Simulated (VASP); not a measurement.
# Rb (Cmcm) in VASP: further runs, part 2 of 2

VASP 6.6.1.

### 3 Single point, PBE+D3(BJ) (normal strain along x +0.0750, normal strain along z +0.0000)

Input file INCAR:

```
ALGO = Normal
EDIFF = 1E-6
ENCUT = 520
GGA = PE
ISIF = 2
ISMEAR = 0
IVDW = 12
LASPH = True
LCHARG = True
LELF = True
LREAL = False
LVHAR = True
LWAVE = False
NBANDS = 16
NELM = 100
PREC = Accurate
SIGMA = 0.15
```

Input file KPOINTS:

```
k-points
0
Gamma
  10 10 6
```

Input file POSCAR:

```
Rb
1.0
    2.6595589288     -4.3297492603      0.0000000000
    2.6595589288      4.3297492603      0.0000000000
    0.0000000000      0.0000000000      8.0428646989
Rb
2
Direct
    0.8359965595      0.1640034405      0.7500000000
    0.1640034405      0.8359965595      0.2500000000
```

Potentials or basis: VASP PAW PBE potentials, release 64 (Rb_sv).

Started as:

```bash
$ cat potpaw_PBE.64/Rb_sv/POTCAR > POTCAR
$ mpirun -np 1 vasp_std > vasp.out
```

OUTCAR:

```text
EDIFF = 1E-6
   ENCUT = 520
   GGA = PE
   ISIF = 2
   ISMEAR = 0
   IVDW = 12
   LASPH = True
   LREAL = False
   NELM = 100
   PREC = Accurate
 IVDW          = 12

 ion  position               nearest neighbor table
   1  0.836  0.164  0.750-   2 4.92   2 4.92   2 5.05   2 5.05   2 5.05   2 5.05
   2  0.164  0.836  0.250-   1 4.92   1 4.92   1 5.05   1 5.05   1 5.05   1 5.05

  LATTYP: Found a base centered orthorhombic cell.
 ALAT       =     5.3191178576
 B/A-ratio  =     1.6279952339
 C/A-ratio  =     1.5120673981

  Lattice vectors:

 A1 = (   2.6595589288,  -4.3297492603,   0.0000000000)
 A2 = (   2.6595589288,   4.3297492603,   0.0000000000)
 A3 = (   0.0000000000,   0.0000000000,   8.0428646989)

Analysis of symmetry for initial positions (statically):
=====================================================================
 Subroutine PRICEL returns:
 Original cell was already a primitive cell.

 Routine SETGRP: Setting up the symmetry group for a
 base centered orthorhombic supercell.

 Subroutine GETGRP returns: Found  8 space group operations
 (whereof  4 operations were pure point group operations)
 out of a pool of  8 trial point group operations.

The static configuration has the point symmetry C_2h.
 The point group associated with its full space group is D_2h.

Analysis of symmetry for dynamics (positions and initial velocities):
=====================================================================
 Subroutine PRICEL returns:
 Original cell was already a primitive cell.

 Routine SETGRP: Setting up the symmetry group for a
 base centered orthorhombic supercell.

 Subroutine GETGRP returns: Found  8 space group operations
 (whereof  4 operations were pure point group operations)
 out of a pool of  8 trial point group operations.

The dynamic configuration has the point symmetry C_2h.
 The point group associated with its full space group is D_2h.

 Subroutine INISYM returns: Found  8 space group operations
 (whereof  4 operations are pure point group operations),
 and found     1 'primitive' translations

----------------------------------------------------------------------------------------

                                     Primitive cell

  volume of cell :     185.2308

  direct lattice vectors                    reciprocal lattice vectors
     2.659558929 -4.329749260  0.000000000     0.188001098 -0.115480128  0.000000000
     2.659558929  4.329749260  0.000000000     0.188001098  0.115480128  0.000000000
     0.000000000  0.000000000  8.042864699     0.000000000  0.000000000  0.124333809

  length of vectors
     5.081336670  5.081336670  8.042864699     0.220635611  0.220635611  0.124333809

  position of ions in fractional coordinates (direct lattice)
     0.835996560  0.164003440  0.750000000
     0.164003440  0.835996560  0.250000000

  ion indices of the primitive-cell ions
   primitive index   ion index
                 1           1
                 2           2

----------------------------------------------------------------------------------------

 KPOINTS: k-points

Automatic generation of k-mesh.
 Grid dimensions read from file:
 generate k-points for:   10   10    6

 Generating k-lattice:

  Cartesian coordinates                     Fractional coordinates (reciprocal lattice)
     0.018800110 -0.011548013  0.000000000     0.100000000 -0.000000000  0.000000000
     0.018800110  0.011548013  0.000000000    -0.000000000  0.100000000  0.000000000
     0.000000000  0.000000000  0.020722301     0.000000000  0.000000000  0.166666667

  Length of vectors
     0.022063561  0.022063561  0.020722301

  Shift w.r.t. Gamma in fractional coordinates (k-lattice)
     0.000000000  0.000000000  0.000000000

 Subroutine IBZKPT returns following result:
 ===========================================

 Found    124 irreducible k-points:

 Following reciprocal coordinates:
            Coordinates               Weight
  0.000000  0.000000  0.000000      1.000000
  0.100000  0.000000  0.000000      4.000000
  0.200000  0.000000  0.000000      4.000000
  0.300000  0.000000  0.000000      4.000000
  0.400000  0.000000  0.000000      4.000000
  0.500000 -0.000000  0.000000      2.000000
[... 16 lines left out ...]
  0.300000  0.300000  0.000000      2.000000
  0.400000  0.300000  0.000000      4.000000
 [... further k-points ...]
   k-points           NKPTS =    124   k-points in BZ     NKDIM =    124   number of bands    NBANDS=     16
   number of dos      NEDOS =    301   number of ions     NIONS =      2
   total plane-waves  NPLWV =  96000
   dimension x,y,z NGX =    40 NGY =   40 NGZ =   60
   dimension x,y,z NGXF=    80 NGYF=   80 NGZF=  120
   ions per type =               2
   NGX,Y,Z   is equivalent  to a cutoff of  13.09, 13.09, 12.40 a.u.
   NGXF,Y,Z  is equivalent  to a cutoff of  26.17, 26.17, 24.80 a.u.
 SYSTEM =  unknown system
   PREC   = accura    normal or accurate (medium, high low for compatibility)
   ISTART =      0    job   : 0-new  1-cont  2-samecut
   ICHARG =      2    charge: 1-file 2-atom 10-const
   ISPIN  =      1    spin polarized calculation?
   LNONCOLLINEAR =      F non collinear calculations
   LSORBIT =      F    spin-orbit coupling
   LASPH  =      T    aspherical Exc in radial PAW
   ENCUT  =  520.0 eV  38.22 Ry    6.18 a.u.   9.45  9.45 14.95*2*pi/ulx,y,z
   NELM   =    100;   NELMIN=  2; NELMDL= -5     # of ELM steps
   EDIFF  = 0.1E-05   stopping-criterion for ELM
   LREAL  =      F    real-space projection
   EDIFFG = 0.1E-04   stopping-criterion for IOM
   NSW    =      0    number of steps for IOM
   IBRION =     -1    ionic relax: 0-MD 1-quasi-New 2-CG
   NFREE  =      0    steps in history (QN), initial steepest desc. (CG)
   ISIF   =      2    stress and relaxation
   ISYM   =      2    0-nonsym 1-usesym 2-fastsym
   POTIM  = 0.5000    time-step for ionic-motion
   TEBEG  =    0.0;   TEEND  =   0.0 temperature during run
   PSTRESS=    0.0 pullay stress
   NELECT =      18.0000    total number of electrons
   NUPDOWN=      -1.0000    fix difference up-down
   EMIN   =  10.00;   EMAX   =-10.00  energy-range for DOS
   EFERMI =   0.00;   METHOD = LEGACY
   ISMEAR =     0;   SIGMA  =   0.15  broadening in eV -4-tet -1-fermi 0-gaus
   EFERMI_NEDOS =   21; number of points for ismear=-14 and -15
   IALGO  =     38    algorithm
   IMIX   =      4    mixing-type and parameters
     AMIX     =   0.40;   BMIX     =  1.00
     AMIX_MAG =   1.60;   BMIX_MAG =  1.00
  volume/ion in A,a.u.               =      92.62       625.00
  Fermi-wavevector in a.u.,A,eV,Ry     =   0.752653  1.422307  7.707511  0.566486
  Thomas-Fermi vector in A             =   1.849913
   LORBIT       =      0    0 simple, 1 ext, 2 COOP (PROOUT), +10 PAW based schemes
   GGA     = PE    functional components
   LHFCALC =     F    Hartree Fock is set to
   AEXX    =    0.0000 exact exchange contribution
   IVDW    =    12    specifies the selected vdW correction
   LEPSILON=     F    determine dielectric tensor
   LRPA    =     F    only Hartree local field effects (RPA)
 non-spin polarized calculation
 Gauss-broadening in eV      SIGMA  =   0.15
  energy-cutoff  :      520.00
  volume of cell :      185.23
 maximum number of plane-waves:      5018
 NGX is ok and might be reduce to    40
   NGX = 19   NGY = 19   NGZ = 29

 number of electron      18.0000000 magnetization

 Free energy of the ion-electron system (eV)
  ---------------------------------------------------
  ext. energy  EPLUGINS =         0.00000000
  ---------------------------------------------------
  free energy    TOTEN  =        -1.87974877 eV

  energy without entropy =       -1.86083002  energy(sigma->0) =       -1.87028940

 E-fermi :  -0.0340     XC(G=0):  -5.4221

 val. band max:       -0.0355335164   @ k =   0.5000   0.3000   0.3333
 cond. band min:      -0.0274279161   @ k =  -0.3000   0.3000   0.3333
 fundamental gap:      0.0081056003
 Fermi energy:        -0.0340204564

 k-point     1 :       0.0000    0.0000    0.0000
  band No.  band energies     occupation
      1     -28.9349      2.00000
      2     -28.9305      2.00000
      3     -13.0763      2.00000
      4     -12.9967      2.00000
      5     -12.9962      2.00000
      6     -12.9823      2.00000
[... 433 lines left out ...]
      3     -13.0484      2.00000
      4     -13.0353      2.00000
      5     -13.0250      2.00000
      6     -13.0241      2.00000
[... 8 lines left out ...]
     15       2.6621      0.00000
     16       3.2787      0.00000

 [... further k-points ...]

------------------------ aborting loop because EDIFF is reached ----------------------------------------

 Edisp (eV)   -0.19906

 E8    (eV) :    -0.1141

  FORCE on cell =-STRESS in cart. coord.  units (eV):
  Direction    XX          YY          ZZ          XY          YZ          ZX
  --------------------------------------------------------------------------------------
  -------------------------------------------------------------------------------------
  Total      -0.38231    -0.17459    -0.12517     0.00000    -0.00000     0.00000
  in kB      -3.30688    -1.51011    -1.08265     0.00000    -0.00000     0.00000
  external pressure =       -1.97 kB  Pullay stress =        0.00 kB

 VOLUME and BASIS-vectors are now :
 -----------------------------------------------------------------------------
  energy-cutoff  :      520.00
  volume of cell :      185.23
      direct lattice vectors                 reciprocal lattice vectors
     2.659558929 -4.329749260  0.000000000     0.188001098 -0.115480128  0.000000000
     2.659558929  4.329749260  0.000000000     0.188001098  0.115480128  0.000000000
     0.000000000  0.000000000  8.042864699     0.000000000  0.000000000  0.124333809

 POSITION                                       TOTAL-FORCE (eV/Angst)
 -----------------------------------------------------------------------------------
      2.65956     -2.90956      6.03215         0.000000      0.018057      0.000000
      2.65956      2.90956      2.01072         0.000000     -0.018057      0.000000
 -----------------------------------------------------------------------------------
    total drift:                               -0.000000     -0.000000      0.000000

  FREE ENERGIE OF THE ION-ELECTRON SYSTEM (eV)
  ---------------------------------------------------
  free  energy   TOTEN  =        -2.0788084118 eV

  energy  without entropy=       -2.0598896590  energy(sigma->0) =       -2.06934904
```

stdout:

```text
POSCAR found type information on POSCAR Rb
 POSCAR found :  1 types and       2 ions
 scaLAPACK will be used
 LDA part: xc-table for (Slater+PW92), standard interpolation
 POSCAR, INCAR and KPOINTS ok, starting setup
 FFT: planning ... GRIDC
 FFT: planning ... GRID_SOFT
 FFT: planning ... GRID
 WAVECAR not read
 entering main loop
```

Wall time 3 min (1 thread of Intel Xeon 6975P-C (Granite Rapids), shared host); peak memory 0.5 GiB.

Results:

- Free energy: -2.0788 eV
- Pressure: -0.2 GPa
- Largest force: 0.018 eV/Å
- Band gap on the k mesh: zero (band 9 reaches 0.78 eV, above the bottom of band 10 at -1.27 eV)
- Dispersion energy per atom: -0.100 eV

Forces in eV/Å, atoms in the order of the input:
```
Rb   0.000  0.018  0.000
Rb   0.000 -0.018  0.000
```

Levels at points of the mesh, in eV from the Fermi level:
```tsv
k point	band 5	band 6	band 7	band 8	band 9	band 10	band 11	band 12	band 13	band 14
(0.00, 0.00, 0.00)	-12.96	-12.95	-12.95	-12.94	-1.94	0.26	0.79	3.17	3.60	3.60
(0.50, 0.00, 0.00)	-13.00	-12.98	-12.97	-12.95	-0.07	0.21	1.34	1.56	2.09	2.49
(0.50, 0.50, 0.00)	-12.99	-12.99	-12.97	-12.96	0.11	0.37	1.43	1.53	2.19	2.63
(0.00, 0.00, 0.50)	-12.96	-12.96	-12.95	-12.95	-1.24	-1.24	2.47	2.47	3.20	3.20
(0.50, 0.00, 0.50)	-12.97	-12.97	-12.96	-12.96	0.36	0.36	0.82	0.82	2.60	2.60
(0.50, 0.50, 0.50)	-12.97	-12.97	-12.97	-12.97	0.49	0.49	1.00	1.00	2.51	2.51
```

Caveat: the cell differs from its parent crystal (normal strain along x +0.0750, normal strain along z +0.0000); pairwise dispersion overbinds metals, which lowers pressure and volume.

### 4 Single point, PBE+D3(BJ) (normal strain along x -0.1500, normal strain along z -0.1100)

Input file INCAR:

```
  PREC = Accurate
  ENCUT = 520
  EDIFF = 1E-6
  ISMEAR = 0
  SIGMA = 0.15
  LREAL = F
  LASPH = T
  NELM = 60
  ALGO = Fast
  ISIF = 2
  LWAVE = F
  LCHARG = F
  GGA = PE
  IVDW = 12
  NBANDS = 16
```

Input file KPOINTS:

```
regular mesh
0
Gamma
  10 10 6
```

Input file POSCAR:

```
Rb
1.0
    2.1029070600     -4.3297492603      0.0000000000
    2.1029070600      4.3297492603      0.0000000000
    0.0000000000      0.0000000000      7.1581495820
Rb
2
Direct
    0.8359965595      0.1640034405      0.7500000000
    0.1640034405      0.8359965595      0.2500000000
```

Started as:

```bash
$ cat potpaw_PBE.64/Rb_sv/POTCAR > POTCAR
$ mpirun -np 1 vasp_std > vasp.out
```

Run time: 1.8 min. Hardware: 1 thread of Intel Xeon 6975P-C (Granite Rapids), shared host; peak memory 0.38 GiB.

The run converged. Its results:

```yaml
Free_energy: -1.9066 eV
Pressure: 1.4 GPa
Largest_force: 0.071 eV/Å
Band_gap_on_the_k_mesh: zero (band 9 reaches 1.83 eV, above the bottom of band 10 at -0.57 eV)
Dispersion_energy_per_atom: -0.140 eV
```

Forces on the atoms (eV/Å):
```
Rb   0.000 -0.071  0.000
Rb   0.000  0.071  0.000
```

Stress tensor (GPa, compression positive):
```
1.90 0.00 0.00
0.00 0.80 0.00
0.00 0.00 1.63
```

Levels at points of the mesh, in eV from the Fermi level:
| k point | band 7 | band 8 | band 9 | band 10 | band 11 | band 12 |
| --- | --- | --- | --- | --- | --- | --- |
| (0.00, 0.00, 0.00) | -12.84 | -12.82 | -2.47 | 0.09 | 1.12 | 2.83 |
| (0.50, 0.00, 0.00) | -12.92 | -12.88 | 0.12 | 0.52 | 1.19 | 1.39 |
| (0.50, 0.50, 0.00) | -12.89 | -12.82 | -0.34 | -0.03 | 1.07 | 1.48 |
| (0.00, 0.00, 0.50) | -12.84 | -12.84 | -1.52 | -1.52 | 2.53 | 2.53 |
| (0.50, 0.00, 0.50) | -12.90 | -12.90 | 0.35 | 0.35 | 1.42 | 1.42 |
| (0.50, 0.50, 0.50) | -12.86 | -12.86 | 0.02 | 0.02 | 0.84 | 0.84 |

Caveat: the cell differs from its parent crystal (normal strain along x -0.1500, normal strain along z -0.1100); pairwise dispersion overbinds metals, which lowers pressure and volume.

### 5 Single point, PBE+D3(BJ) (normal strain along x -0.1500, normal strain along z -0.0550)

Input file INCAR:

```
SYSTEM = Rb
PREC = Accurate ; ENCUT = 520
EDIFF = 1E-6 ; ISMEAR = 0
SIGMA = 0.15 ; LREAL = .False.
LASPH = .True. ; NELM = 100
ALGO = Fast ; ISIF = 2
LWAVE = .False. ; LCHARG = .False.
GGA = PE ; IVDW = 12
NBANDS = 16
```

Input file KPOINTS:

```
Automatic mesh
0
Gamma
  10 10 6
  0 0 0
```

POSCAR: that of step 4 with these lines changed.

```diff
@@ -4,3 +4,3 @@
     2.1029070600      4.3297492603      0.0000000000
-    0.0000000000      0.0000000000      7.1581495820
+    0.0000000000      0.0000000000      7.6005071405
 Rb
```

Started as:

```bash
$ cat potpaw_PBE.64/Rb_sv/POTCAR > POTCAR
$ mpirun -np 1 vasp_std > vasp.out
```

It took 2 min on 1 thread of Intel Xeon 6975P-C (Granite Rapids), shared host; peak memory 0.41 GiB.

Results (log left out):

* Free energy: -1.9706 eV
* Pressure: 1.0 GPa
* Largest force: 0.052 eV/Å
* Band gap on the k mesh: zero (band 9 reaches 1.71 eV, above the bottom of band 10 at -0.79 eV)
* Dispersion energy per atom: -0.132 eV

Forces on the atoms (eV/Å):
```
Rb   0.000 -0.052  0.000
Rb   0.000  0.052  0.000
```

Stress tensor (GPa, compression positive):
```
1.57 0.00 0.00
0.00 0.55 0.00
0.00 0.00 0.93
```

Levels at points of the mesh, in eV from the Fermi level:
| k point | band 6 | band 7 | band 8 | band 9 | band 10 | band 11 | band 12 | band 13 |
| --- | --- | --- | --- | --- | --- | --- | --- | --- |
| (0.00, 0.00, 0.00) | -12.86 | -12.85 | -12.82 | -2.38 | 0.01 | 0.81 | 2.95 | 3.49 |
| (0.50, 0.00, 0.00) | -12.93 | -12.91 | -12.89 | 0.21 | 0.59 | 1.17 | 1.49 | 2.37 |
| (0.50, 0.50, 0.00) | -12.90 | -12.87 | -12.83 | -0.26 | 0.04 | 1.01 | 1.54 | 1.99 |
| (0.00, 0.00, 0.50) | -12.88 | -12.84 | -12.84 | -1.54 | -1.54 | 2.33 | 2.33 | 3.07 |
| (0.50, 0.00, 0.50) | -12.93 | -12.90 | -12.90 | 0.41 | 0.41 | 1.38 | 1.38 | 2.51 |
| (0.50, 0.50, 0.50) | -12.92 | -12.85 | -12.85 | 0.06 | 0.06 | 0.80 | 0.80 | 2.52 |

Caveat: the cell differs from its parent crystal (normal strain along x -0.1500, normal strain along z -0.0550); pairwise dispersion overbinds metals, which lowers pressure and volume.

### 6 Overview

| cell | gap on the mesh (eV) | pressure (GPa) | largest force (eV/Å) |
| --- | --- | --- | --- |
| a = 5.181, b = 5.181, c = 8.485 Å, angles 90.0, 90.0, 113.4°, 2 atoms | none | -0.4 | 0.02 |
| a = 5.081, b = 5.081, c = 8.043 Å, angles 90.0, 90.0, 116.9°, 2 atoms | none | -0.2 | 0.02 |
| a = 4.813, b = 4.813, c = 7.158 Å, angles 90.0, 90.0, 128.2°, 2 atoms | none | 1.4 | 0.07 |
| a = 4.813, b = 4.813, c = 7.601 Å, angles 90.0, 90.0, 128.2°, 2 atoms | none | 1.0 | 0.05 |

Alike in all rows: task single point; level PBE+D3(BJ); potentials or basis VASP PAW PBE potentials, release 64 (Rb_sv); no spin polarisation; k mesh 10 × 10 × 6; cutoff (eV) 520; smearing gaussian 0.15 eV.

Caveats: pairwise dispersion overbinds metals, which lowers pressure and volume.

Total energies depend on the potentials used, so only differences within one code and one set of settings carry meaning.
